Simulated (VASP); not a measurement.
MgZr2N: single point with PBE

MgZr2N:

```
CELL_PARAMETERS angstrom
3.25336 0.00000 0.00000
-1.62668 2.81749 0.00000
0.00000 0.00000 7.84736
ATOMIC_POSITIONS crystal
Mg 0.00000 0.00000 0.50000
Zr 0.33333 0.66667 0.16025
Zr 0.66667 0.33333 0.83975
N 0.00000 0.00000 0.00000
```

The cell was built from a structure type or drawn by symmetry, and may not be a known phase.

| Property | Result |
| --- | --- |
| Program | VASP 6.6.1 |
| Task | single point |
| Functional | PBE |
| Potentials or basis | VASP PAW PBE potentials, release 64 (Mg, Zr_sv, N) |
| Cutoff | 520 eV |
| k mesh | 6 × 6 × 2 |
| Occupations | gaussian, width 0.1 eV |
| Spin | collinear spin |
| Starting moments | [0.0, 1.0, 1.0, 0.0] μB |

```json
{
 "Pressure": "0.2 GPa",
 "Largest force": "0.042 eV/Å",
 "Net moment": "0.00 μB per cell",
 "Valence electrons inside the program's atomic spheres": "Mg 0.36; Zr 9.83; N 3.70"
}
```

Forces on the atoms (eV/Å):
```
Mg   0.000  0.000  0.000
Zr   0.000  0.000  0.042
Zr   0.000  0.000 -0.042
N    0.000  0.000  0.000
```

Stress tensor (GPa, compression positive):
```
0.25 0.00 0.00
0.00 0.25 0.00
0.00 0.00 0.08
```

Levels at points of the mesh, in eV from the Fermi level:
Spin up:
```csv
k point,band 13,band 14,band 15,band 16,band 17,band 18
"(0.00, 0.00, 0.00)",-4.76,-1.58,-0.74,0.54,0.54,1.78
"(0.50, 0.00, 0.00)",-2.53,-1.48,-1.40,0.27,0.78,1.66
"(0.00, 0.00, 0.50)",-4.76,-2.55,-0.10,0.53,0.53,1.71
"(0.50, 0.00, 0.50)",-2.42,-1.52,-1.48,0.05,1.00,1.78
```
Spin down:
```
           k point  band 13  band 14  band 15  band 16  band 17  band 18
(0.00, 0.00, 0.00)    -4.76    -1.58    -0.74     0.54     0.54     1.78
(0.50, 0.00, 0.00)    -2.53    -1.48    -1.40     0.27     0.78     1.66
(0.00, 0.00, 0.50)    -4.76    -2.55    -0.10     0.53     0.53     1.71
(0.50, 0.00, 0.50)    -2.42    -1.52    -1.48     0.05     1.00     1.78
```

It took 100 s on 1 thread of Intel Xeon 8259CL, on a shared host, peak memory 0.23 GiB.

Caveat: the k points lie up to 0.40 Å⁻¹ apart.
